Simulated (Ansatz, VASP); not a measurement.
**Two plane-wave programs on AlNi**

INCAR

```
  PREC = Accurate
  ENCUT = 520
  EDIFF = 1E-6
  ISMEAR = 0
  SIGMA = 0.15
  LREAL = False
  LASPH = True
  NELM = 60
  ALGO = Fast
  ISIF = 2
  LWAVE = False
  LCHARG = False
  GGA = PE
  NBANDS = 28
```

Contents of KPOINTS:

```
Automatic mesh
0
Gamma
  15 15 5
```

The input POSCAR:

```
AlNi
1.0
    0.0000000000     -2.8927237813      0.0000000000
    0.0000000000      0.0000000000     -2.8927237813
    9.3781713440     -0.4821206302     -0.4821206302
Al Ni
3 3
Direct
    0.8843301772     -0.1156698228      0.6940189371
    0.9871477975     -0.0128522025      0.0771132152
    0.9357389873     -0.0642610127      0.3855660762
    0.3586257721      0.3586257721      0.8482453676
    0.4614433924      0.4614433924      0.2313396457
    0.4100345822      0.4100345822      0.5397925066
```

Input for Ansatz:

```yaml
crystal:
  lattice:
    - [0.0, -2.8927237813, 0.0]
    - [0.0, 0.0, -2.8927237813]
    - [9.378171344, -0.4821206302, -0.4821206302]
  atoms:
    - { symbol: Al, position: [0.8843301772, -0.1156698228, 0.6940189371] }
    - { symbol: Al, position: [0.9871477975, -0.0128522025, 0.0771132152] }
    - { symbol: Al, position: [0.9357389873, -0.0642610127, 0.3855660762] }
    - { symbol: Ni, position: [0.3586257721, 0.3586257721, 0.8482453676] }
    - { symbol: Ni, position: [0.4614433924, 0.4614433924, 0.2313396457] }
    - { symbol: Ni, position: [0.4100345822, 0.4100345822, 0.5397925066] }
basis:
  ecutwfc: 520.0
kpoints:
  mp_grid: { grid: [15, 15, 5] }
hamiltonian:
  xc: pbe
  pseudopotentials: { kind: paw, azcp: { folder: soft_1 } }
scf:
  occupations: { method: gaussian, width: 0.15 }
output:
  forces: true
  stress: true
  eigenvalues: true
```

Alike in both runs: task single point; functional PBE; k mesh 15 × 15 × 5; occupations gaussian, width 0.15 eV; no spin polarisation.

|  | VASP | Ansatz |
| --- | --- | --- |
| version | VASP 6.6.1 | Ansatz 0.2.0 |
| potentials or method | VASP PAW PBE potentials, release 64 (Al, Ni), cutoff 520 eV | scalar-relativistic, plane waves, PAW |
| valence electrons in the cell | 39 | 63 |

```csv
,VASP,Ansatz,Ansatz less VASP
gap on the k mesh at the Fermi level (eV),none,none,-
pressure (GPa),-4.9,-5.1,-0.17
"traceless stress, the component that is largest in VASP (GPa)",1.28,1.26,-0.016
rms of the force components (eV/Å),0.296,0.296,+0.0003
```

Atom by atom the forces differ by 0.004 eV/Å (rms over components). A gap of «none» marks a metal or a gap that the smearing closes. VASP's potentials hold 39 valence electrons a cell and Ansatz's 63, so a difference there can come from the potentials and not from the codes.
